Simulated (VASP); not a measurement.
# Al2O3 (Pnnm) in VASP: settings compared

Al2O3 is run at these levels: revPBE, PBEsol, r2SCAN, PBE, LDA; tasks: single point.

Everything below comes from runs of VASP 6.6.1. Logs are shortened: lines on timing, memory, paths and dates and some standing lists are left out, and cuts for length are marked.

### 1 The cell of the first run

The structure is orthorhombic, space group Pnnm (No. 58). Conventional cell: a = 4.754 Å, b = 9.746 Å, c = 3.044 Å, α = 90.00°, β = 90.00°, γ = 90.00°. Al (site symmetry m) has 4 O at 1.69 to 1.83 Å within 2.2 Å. Within 2.2 Å of O (site symmetry 2/m) lie 2 Al at 1.69 Å. O (site symmetry m) has 3 Al at 1.82 to 1.83 Å within 2.4 Å.

### 2 Single point, revPBE

INCAR

```
SYSTEM = Al2O3
  PREC = Accurate
  ENCUT = 520
  EDIFF = 1E-6
  ISMEAR = -1
  SIGMA = 0.05
  LREAL = .False.
  LASPH = .True.
  NELM = 100
  ALGO = Normal
  ISIF = 2
  LWAVE = .False.
  LCHARG = .True.
  GGA = RE
  LELF = .True.
  LVHAR = .True.
  NBANDS = 35
```

KPOINTS

```
regular mesh
0
Gamma
  6 3 9
  0 0 0
```

POSCAR

```
Al2O3
1.0
    4.7539151166      0.0000000000      0.0000000000
    0.0000000000      9.7456166059      0.0000000000
    0.0000000000      0.0000000000      3.0443499388
Al O
4 6
Direct
    1.0627059368      0.8291358248      0.0000000000
   -0.0627059368      0.1708641752      0.0000000000
    0.5627059368      0.6708641752      0.5000000000
    0.4372940632      0.3291358248      0.5000000000
    0.5000000000      0.5000000000      0.5000000000
    0.2383753965      0.7716985324      0.5000000000
    0.2616246035      0.2716985324      0.0000000000
    0.7383753965      0.7283014676      0.0000000000
    0.0000000000      0.0000000000      0.0000000000
    0.7616246035      0.2283014676      0.5000000000
```

Potentials or basis: VASP PAW PBE potentials, release 64 (Al, O).

On the command line:

```bash
cat potpaw_PBE.64/Al/POTCAR potpaw_PBE.64/O/POTCAR > POTCAR
mpirun -np 1 vasp_std > vasp.out
```

OUTCAR:

```text
SYSTEM = Al2O3
   PREC = Accurate
   ENCUT = 520
   EDIFF = 1E-6
   ISMEAR = -1
   LREAL = .False.
   LASPH = .True.
   NELM = 100
   ISIF = 2
   GGA = RE

 ion  position               nearest neighbor table
   1  0.063  0.829  0.000-   9 1.69   6 1.82   6 1.82   8 1.83   3 3.22   3 3.22   3 3.22   3 3.22

   2  0.937  0.171  0.000-   9 1.69  10 1.82  10 1.82   7 1.83   4 3.22   4 3.22   4 3.22   4 3.22

   3  0.563  0.671  0.500-   5 1.69   8 1.82   8 1.82   6 1.83   1 3.22   1 3.22   1 3.22   1 3.22

   4  0.437  0.329  0.500-   5 1.69   7 1.82   7 1.82  10 1.83   2 3.22   2 3.22   2 3.22   2 3.22

   5  0.500  0.500  0.500-   3 1.69   4 1.69
   6  0.238  0.772  0.500-   1 1.82   1 1.82   3 1.83
   7  0.262  0.272  0.000-   4 1.82   4 1.82   2 1.83
   8  0.738  0.728  0.000-   3 1.82   3 1.82   1 1.83
   9  0.000  0.000  0.000-   1 1.69   2 1.69
  10  0.762  0.228  0.500-   2 1.82   2 1.82   4 1.83

  LATTYP: Found a simple orthorhombic cell.
 ALAT       =     3.0443499388
 B/A-ratio  =     1.5615534390
 C/A-ratio  =     3.2012143156

  Lattice vectors:

 A1 = (   0.0000000000,   0.0000000000,   3.0443499388)
 A2 = (   4.7539151166,   0.0000000000,   0.0000000000)
 A3 = (   0.0000000000,   9.7456166059,   0.0000000000)

Analysis of symmetry for initial positions (statically):
=====================================================================
 Subroutine PRICEL returns:
 Original cell was already a primitive cell.

 Routine SETGRP: Setting up the symmetry group for a
 simple orthorhombic supercell.

 Subroutine GETGRP returns: Found  8 space group operations
 (whereof  4 operations were pure point group operations)
 out of a pool of  8 trial point group operations.

The static configuration has the point symmetry C_2h.
 The point group associated with its full space group is D_2h.

Analysis of symmetry for dynamics (positions and initial velocities):
=====================================================================
 Subroutine PRICEL returns:
 Original cell was already a primitive cell.

 Routine SETGRP: Setting up the symmetry group for a
 simple orthorhombic supercell.

 Subroutine GETGRP returns: Found  8 space group operations
 (whereof  4 operations were pure point group operations)
 out of a pool of  8 trial point group operations.

The dynamic configuration has the point symmetry C_2h.
 The point group associated with its full space group is D_2h.

 Subroutine INISYM returns: Found  8 space group operations
 (whereof  4 operations are pure point group operations),
 and found     1 'primitive' translations

----------------------------------------------------------------------------------------

                                     Primitive cell

  volume of cell :     141.0442

  direct lattice vectors                    reciprocal lattice vectors
     4.753915117  0.000000000  0.000000000     0.210352936  0.000000000  0.000000000
     0.000000000  9.745616606  0.000000000     0.000000000  0.102610234  0.000000000
     0.000000000  0.000000000  3.044349939     0.000000000  0.000000000  0.328477350

  length of vectors
     4.753915117  9.745616606  3.044349939     0.210352936  0.102610234  0.328477350

  position of ions in fractional coordinates (direct lattice)
     0.062705937  0.829135825  0.000000000
     0.937294063  0.170864175  0.000000000
     0.562705937  0.670864175  0.500000000
     0.437294063  0.329135825  0.500000000
     0.500000000  0.500000000  0.500000000
     0.238375396  0.771698532  0.500000000
     0.261624604  0.271698532  0.000000000
     0.738375396  0.728301468  0.000000000
     0.000000000  0.000000000  0.000000000
     0.761624604  0.228301468  0.500000000

  ion indices of the primitive-cell ions
   primitive index   ion index
                 1           1
                 2           2
                 3           3
                 4           4
                 5           5
                 6           6
                 7           7
                 8           8
                 9           9
                10          10

----------------------------------------------------------------------------------------

 KPOINTS: regular mesh

Automatic generation of k-mesh.
 Grid dimensions read from file:
 generate k-points for:    6    3    9

 Generating k-lattice:

  Cartesian coordinates                     Fractional coordinates (reciprocal lattice)
     0.035058823  0.000000000  0.000000000     0.166666667  0.000000000  0.000000000
     0.000000000  0.034203411  0.000000000     0.000000000  0.333333333  0.000000000
     0.000000000  0.000000000  0.036497483     0.000000000  0.000000000  0.111111111

  Length of vectors
     0.035058823  0.034203411  0.036497483

  Shift w.r.t. Gamma in fractional coordinates (k-lattice)
     0.000000000  0.000000000  0.000000000

 Subroutine IBZKPT returns following result:
 ===========================================

 Found     40 irreducible k-points:

 Following reciprocal coordinates:
            Coordinates               Weight
  0.000000  0.000000  0.000000      1.000000
  0.166667  0.000000  0.000000      2.000000
  0.333333  0.000000  0.000000      2.000000
  0.500000  0.000000  0.000000      1.000000
  0.000000  0.333333  0.000000      2.000000
  0.166667  0.333333  0.000000      4.000000
[... 16 lines left out ...]
  0.333333  0.333333  0.222222      8.000000
  0.500000  0.333333  0.222222      4.000000
 [... further k-points ...]
   k-points           NKPTS =     40   k-points in BZ     NKDIM =     40   number of bands    NBANDS=     35
   number of dos      NEDOS =    301   number of ions     NIONS =     10
   total plane-waves  NPLWV =  62208
   dimension x,y,z NGX =    36 NGY =   72 NGZ =   24
   dimension x,y,z NGXF=    72 NGYF=  144 NGZF=   48
   ions per type =               4   6
   NGX,Y,Z   is equivalent  to a cutoff of  12.59, 12.28, 13.11 a.u.
   NGXF,Y,Z  is equivalent  to a cutoff of  25.18, 24.56, 26.21 a.u.
 SYSTEM =  Al2O3
   PREC   = accura    normal or accurate (medium, high low for compatibility)
   ISTART =      0    job   : 0-new  1-cont  2-samecut
   ICHARG =      2    charge: 1-file 2-atom 10-const
   ISPIN  =      1    spin polarized calculation?
   LNONCOLLINEAR =      F non collinear calculations
   LSORBIT =      F    spin-orbit coupling
   LASPH  =      T    aspherical Exc in radial PAW
   ENCUT  =  520.0 eV  38.22 Ry    6.18 a.u.   8.84 18.12  5.66*2*pi/ulx,y,z
   NELM   =    100;   NELMIN=  2; NELMDL= -5     # of ELM steps
   EDIFF  = 0.1E-05   stopping-criterion for ELM
   LREAL  =      F    real-space projection
   EDIFFG = 0.1E-04   stopping-criterion for IOM
   NSW    =      0    number of steps for IOM
   IBRION =     -1    ionic relax: 0-MD 1-quasi-New 2-CG
   NFREE  =      0    steps in history (QN), initial steepest desc. (CG)
   ISIF   =      2    stress and relaxation
   ISYM   =      2    0-nonsym 1-usesym 2-fastsym
   POTIM  = 0.5000    time-step for ionic-motion
   TEBEG  =    0.0;   TEEND  =   0.0 temperature during run
   PSTRESS=    0.0 pullay stress
   NELECT =      48.0000    total number of electrons
   NUPDOWN=      -1.0000    fix difference up-down
   EMIN   =  10.00;   EMAX   =-10.00  energy-range for DOS
   EFERMI =   0.00;   METHOD = LEGACY
   ISMEAR =    -1;   SIGMA  =   0.05  broadening in eV -4-tet -1-fermi 0-gaus
   EFERMI_NEDOS =   21; number of points for ismear=-14 and -15
   IALGO  =     38    algorithm
   IMIX   =      4    mixing-type and parameters
     AMIX     =   0.40;   BMIX     =  1.00
     AMIX_MAG =   1.60;   BMIX_MAG =  1.00
  volume/ion in A,a.u.               =      14.10        95.18
  Fermi-wavevector in a.u.,A,eV,Ry     =   1.142975  2.159910 17.774546  1.306392
  Thomas-Fermi vector in A             =   2.279672
   LORBIT       =      0    0 simple, 1 ext, 2 COOP (PROOUT), +10 PAW based schemes
   GGA     = RE    functional components
   LHFCALC =     F    Hartree Fock is set to
   AEXX    =    0.0000 exact exchange contribution
   IVDW    =     0    specifies the selected vdW correction
   LEPSILON=     F    determine dielectric tensor
   LRPA    =     F    only Hartree local field effects (RPA)
 non-spin polarized calculation
  energy-cutoff  :      520.00
  volume of cell :      141.04
 maximum number of plane-waves:      3822
 NGX is ok and might be reduce to    36
   NGX = 17   NGY = 37   NGZ = 11

 number of electron      47.9999988 magnetization

 Free energy of the ion-electron system (eV)
  ---------------------------------------------------
  ext. energy  EPLUGINS =         0.00000000
  ---------------------------------------------------
  free energy    TOTEN  =       -71.25716301 eV

  energy without entropy =      -71.25716301  energy(sigma->0) =      -71.25716301

 E-fermi :   3.0482     XC(G=0):  -8.3903

 val. band max:        1.9576295126   @ k =   0.0000   0.0000   0.0000
 cond. band min:       5.4231587921   @ k =   0.0000   0.0000   0.0000
 fundamental gap:      3.4655292794
 Fermi energy:         3.0481623458

 k-point     1 :       0.0000    0.0000    0.0000
  band No.  band energies     occupation
      1     -17.0734      2.00000
      2     -17.0035      2.00000
      3     -15.9563      2.00000
      4     -15.9401      2.00000
      5     -14.5665      2.00000
      6     -14.4467      2.00000
[... 27 lines left out ...]
     34      12.4093      0.00000
     35      13.8668      0.00000

 k-point     2 :       0.1667    0.0000    0.0000
  band No.  band energies     occupation
      1     -17.0090      2.00000
      2     -16.9405      2.00000
      3     -16.0461      2.00000
      4     -16.0209      2.00000
      5     -14.5524      2.00000
      6     -14.4511      2.00000
[... 27 lines left out ...]
     34      12.1094      0.00000
     35      13.5677      0.00000
[... 796 lines left out ...]
     34      12.4749      0.00000
     35      12.9487      0.00000

 k-point    24 :       0.5000    0.3333    0.2222
  band No.  band energies     occupation
      1     -16.3874      2.00000
      2     -16.3874      2.00000
      3     -16.3490      2.00000
      4     -16.3490      2.00000
      5     -14.4060      2.00000
      6     -14.4060      2.00000
[... 27 lines left out ...]
     34      12.5681      0.00000
     35      12.7060      0.00000

 [... further k-points ...]
[... 5 lines left out ...]
  --------------------------------------------------------------------------------------
  -------------------------------------------------------------------------------------
  Total       -0.2819189     -0.2329114     -0.3929566      0.0000000      0.0000000      0.0000000
  in kB       -3.2024282     -2.6457331     -4.4637498      0.0000000      0.0000000      0.0000000
  external PRESSURE =      -3.4373037 kB  Pullay stress =       0.0000000 kB

 VOLUME and BASIS-vectors are now :
 -----------------------------------------------------------------------------
  energy-cutoff  :      520.00
  volume of cell :      141.04
      direct lattice vectors                 reciprocal lattice vectors
     4.753915117  0.000000000  0.000000000     0.210352936  0.000000000  0.000000000
     0.000000000  9.745616606  0.000000000     0.000000000  0.102610234  0.000000000
     0.000000000  0.000000000  3.044349939     0.000000000  0.000000000  0.328477350

 POSITION                                       TOTAL-FORCE (eV/Angst)
 -----------------------------------------------------------------------------------
      0.29810      8.08044      0.00000        -0.005422     -0.008651      0.000000
      4.45582      1.66518      0.00000         0.005422      0.008651      0.000000
      2.67506      6.53799      1.52217        -0.005422      0.008651      0.000000
      2.07886      3.20763      1.52217         0.005422     -0.008651      0.000000
      2.37696      4.87281      1.52217        -0.000000     -0.000000      0.000000
      1.13322      7.52068      1.52217         0.000752      0.000266     -0.000000
      1.24374      2.64787      0.00000        -0.000752      0.000266      0.000000
      3.51017      7.09775      0.00000         0.000752     -0.000266     -0.000000
      0.00000      0.00000      0.00000        -0.000000     -0.000000      0.000000
      3.62070      2.22494      1.52217        -0.000752     -0.000266      0.000000
 -----------------------------------------------------------------------------------
    total drift:                                0.000000     -0.000000     -0.000000

  FREE ENERGIE OF THE ION-ELECTRON SYSTEM (eV)
  ---------------------------------------------------
  free  energy   TOTEN  =       -71.2571630068 eV

  energy  without entropy=      -71.2571630067  energy(sigma->0) =      -71.25716301
```

It took 4.4 min on 1 thread of Intel Xeon 8259CL, shared host; peak memory 0.31 GiB.

Results:

```yaml
Free_energy: -71.2572 eV
Pressure: -0.3 GPa
Largest_force: 0.010 eV/Å
Band_gap_on_the_k_mesh: 3.47 eV
```

Forces on the atoms (eV/Å):
```
Al  -0.005 -0.009  0.000
Al   0.005  0.009  0.000
Al  -0.005  0.009  0.000
Al   0.005 -0.009  0.000
O    0.000  0.000  0.000
O    0.001  0.000  0.000
O   -0.001  0.000  0.000
O    0.001  0.000  0.000
O    0.000  0.000  0.000
O   -0.001  0.000  0.000
```

Stress tensor (GPa, compression positive):
```
-0.32  0.00  0.00
 0.00 -0.26  0.00
 0.00  0.00 -0.45
```

Caveat: the PAW data sets were made with another functional, which shifts forces and pressure a little; an odd mesh through Γ misses points on the zone boundary, where band edges can lie.

### 3 Single point, PBEsol

This run uses another cell than the first one, of 13.54 Å³/atom.

INCAR

```
SYSTEM = Al2O3
PREC = Accurate
ENCUT = 520
EDIFF = 1E-7
ISMEAR = -1
SIGMA = 0.05
LREAL = .FALSE.
LASPH = .TRUE.
NELM = 60
ALGO = Normal
ISIF = 2
LWAVE = .FALSE.
LCHARG = .FALSE.
GGA = PS
NBANDS = 35
```

KPOINTS

```
regular mesh
0
G
  5 3 7
  0 0 0
```

POSCAR

```
Al2O3
1.0
    4.6661412867      0.0000000000      0.0000000000
    0.0000000000      9.6609548223      0.0000000000
    0.0000000000      0.0000000000      3.0030127713
Al O
4 6
Direct
    1.0743642635      0.8300782537      0.0000000000
   -0.0743642635      0.1699217463      0.0000000000
    0.5743642635      0.6699217463      0.5000000000
    0.4256357365      0.3300782537      0.5000000000
    0.5000000000      0.5000000000      0.5000000000
    0.2533474327      0.7743948847      0.5000000000
    0.2466525673      0.2743948847      0.0000000000
    0.7533474327      0.7256051153      0.0000000000
    0.0000000000      0.0000000000      0.0000000000
    0.7466525673      0.2256051153      0.5000000000
```

Potentials or basis: VASP PAW PBE potentials, release 64 (Al, O).

On the command line:

```bash
cat potpaw_PBE.64/Al/POTCAR potpaw_PBE.64/O/POTCAR > POTCAR
mpirun -np 1 vasp_std > vasp.out
```

Wall time 3 min (1 thread of Intel Xeon 8259CL, shared host); peak memory 0.27 GiB.

Results (log left out):

```yaml
Free_energy: -76.9807 eV
Pressure: 0.2 GPa
Largest_force: 0.051 eV/Å
Band_gap_on_the_k_mesh: 3.40 eV
```

Forces on the atoms (eV/Å):
```
Al   0.010 -0.050  0.000
Al  -0.010  0.050  0.000
Al   0.010  0.050  0.000
Al  -0.010 -0.050  0.000
O    0.000  0.000  0.000
O    0.005 -0.004  0.000
O   -0.005 -0.004  0.000
O    0.005  0.004  0.000
O    0.000  0.000  0.000
O   -0.005  0.004  0.000
```

Stress tensor (GPa, compression positive):
```
0.05 0.00 0.00
0.00 0.54 0.00
0.00 0.00 0.06
```

Levels at points of the mesh, in eV from the valence-band top:
```
           k point  band 20  band 21  band 22  band 23  band 24  band 25  band 26  band 27  band 28  band 29
(0.00, 0.00, 0.00)    -1.72    -1.33    -0.55    -0.06     0.00     3.40     5.08     6.28     6.39     6.83
```

Caveat: the PAW data sets were made with another functional, which shifts forces and pressure a little; an odd mesh through Γ misses points on the zone boundary, where band edges can lie.

### 4 Single point, r2SCAN

This run uses another cell than the first one, of 13.77 Å³/atom.

POSCAR

```
Al2O3
1.0
    4.6137770000      0.0000000000      0.0000000000
    0.0000000000      9.5632790000      0.0000000000
    0.0000000000      0.0000000000      3.1198620000
Al O
4 6
Direct
    0.9829750000      0.8245730000      0.0000000000
    0.0170250000      0.1754270000      0.0000000000
    0.4829750000      0.6754270000      0.5000000000
    0.5170250000      0.3245730000      0.5000000000
    0.5000000000      0.5000000000      0.5000000000
    0.1236350000      0.7530500000      0.5000000000
    0.3763650000      0.2530500000      0.0000000000
    0.6236350000      0.7469500000      0.0000000000
    0.0000000000      0.0000000000      0.0000000000
    0.8763650000      0.2469500000      0.5000000000
```

INCAR.step1

```
PREC = Accurate
ENCUT = 520
ISMEAR = -1
SIGMA = 0.05
LREAL = False
LASPH = True
NELM = 60
NBANDS = 35
GGA = PE
ALGO = Normal
EDIFF = 1E-4
LWAVE = True
LCHARG = False
```

INCAR.step2

```
PREC = Accurate
ENCUT = 520
EDIFF = 1E-6
ISMEAR = -1
SIGMA = 0.05
LREAL = False
LASPH = True
NELM = 60
ALGO = Normal
ISIF = 2
LWAVE = False
LCHARG = False
METAGGA = R2SCAN
LMIXTAU = True
NBANDS = 35
ISTART = 1
```

KPOINTS

```
Automatic mesh
0
Gamma
  5 3 7
```

On the command line:

```bash
cat potpaw_PBE.64/Al/POTCAR potpaw_PBE.64/O/POTCAR > POTCAR
cp INCAR.step1 INCAR
mpirun -np 1 vasp_std > vasp.out
cp INCAR.step2 INCAR
mpirun -np 1 vasp_std > vasp.out
```

It took 9 min on 1 thread of Intel Xeon 8259CL, shared host; peak memory 0.29 GiB.

The run converged. Its results:

| Property | Result |
| --- | --- |
| Free energy | -94.6518 eV |
| Pressure | -4.2 GPa |
| Largest force | 0.213 eV/Å |
| Band gap on the k mesh | 4.11 eV |

Forces on the atoms (eV/Å):
```
Al  -0.099 -0.070  0.000
Al   0.099  0.070  0.000
Al  -0.099  0.070  0.000
Al   0.099 -0.070  0.000
O    0.000  0.000  0.000
O    0.213 -0.016  0.000
O   -0.213 -0.016  0.000
O    0.213  0.016  0.000
O    0.000  0.000  0.000
O   -0.213  0.016  0.000
```

Stress tensor (GPa, compression positive):
```
-2.35  0.00  0.00
 0.00 -2.57  0.00
 0.00  0.00 -7.77
```

Levels at points of the mesh, in eV from the valence-band top:
| k point | band 21 | band 22 | band 23 | band 24 | band 25 | band 26 | band 27 | band 28 |
| --- | --- | --- | --- | --- | --- | --- | --- | --- |
| (0.00, 0.00, 0.00) | -1.06 | -0.54 | -0.06 | 0.00 | 4.11 | 5.81 | 6.72 | 7.70 |

Caveat: the cell stands under tension; the PAW data sets were made with another functional, which shifts forces and pressure a little; an odd mesh through Γ misses points on the zone boundary, where band edges can lie.

(Continued in part 2 of 2.)
